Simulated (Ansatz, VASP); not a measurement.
**Ag in VASP and in Ansatz**

The input INCAR:

```
ALGO = Fast
EDIFF = 1E-6
ENCUT = 520
GGA = PE
ISIF = 2
ISMEAR = 0
LASPH = T
LCHARG = T
LELF = T
LREAL = F
LVHAR = T
LWAVE = F
NBANDS = 30
NELM = 80
PREC = Accurate
SIGMA = 0.15
```

The input KPOINTS:

```
k-points
0
Gamma
  18 18 6
```

The input POSCAR:

```
Ag
1.0
    2.8927652239      0.0000000000      0.0000000000
   -1.4463826119      2.5052081711      0.0000000000
    0.0000000000      0.0000000000      9.7069645697
Ag
4
Direct
    0.3333333333      0.6666666667      0.2500000000
    0.6666666667      0.3333333333      0.7500000000
    0.0000000000      0.0000000000      0.0000000000
    0.0000000000      0.0000000000      0.5000000000
```

Input for Ansatz:

```yaml
crystal:
  lattice:
    - [2.8927652239, 0.0, 0.0]
    - [-1.4463826119, 2.5052081711, 0.0]
    - [0.0, 0.0, 9.7069645697]
  atoms:
    - { symbol: Ag, position: [0.3333333333, 0.6666666667, 0.25] }
    - { symbol: Ag, position: [0.6666666667, 0.3333333333, 0.75] }
    - { symbol: Ag, position: [0.0, 0.0, 0.0] }
    - { symbol: Ag, position: [0.0, 0.0, 0.5] }
basis:
  ecutwfc: 420
kpoints:
  mp_grid: { grid: [18, 18, 6] }
hamiltonian:
  xc: pbe
scf:
  occupations: { method: gaussian, width: 0.15 }
output:
  forces: true
  stress: true
  eigenvalues: true
```

Change from the starting cell: strain -0.015 along x and y, +0.015 along z, atoms carried along.

Alike in both runs: task single point; functional PBE; k mesh 18 × 18 × 6; occupations gaussian, width 0.15 eV; no spin polarisation.

```csv
,VASP,Ansatz
version,VASP 6.6.1,Ansatz 0.2.0
potentials or method,"VASP PAW PBE potentials, release 64 (Ag), cutoff 520 eV","scalar-relativistic, plane waves, PAW"
valence electrons in the cell,44,76
```

```tsv
	VASP	Ansatz	Ansatz less VASP
gap on the k mesh at the Fermi level (eV)	none	none	-
pressure (GPa)	1.5	1.6	+0.08
traceless stress, the component that is largest in VASP (GPa)	-1.69	-1.70	-0.015
```

A gap of «none» marks a metal or a gap that the smearing closes. The functional is the same, so the differences come from potentials, cutoffs and numerics. VASP's potentials hold 44 valence electrons a cell and Ansatz's 76, so a difference there can come from the potentials and not from the codes.
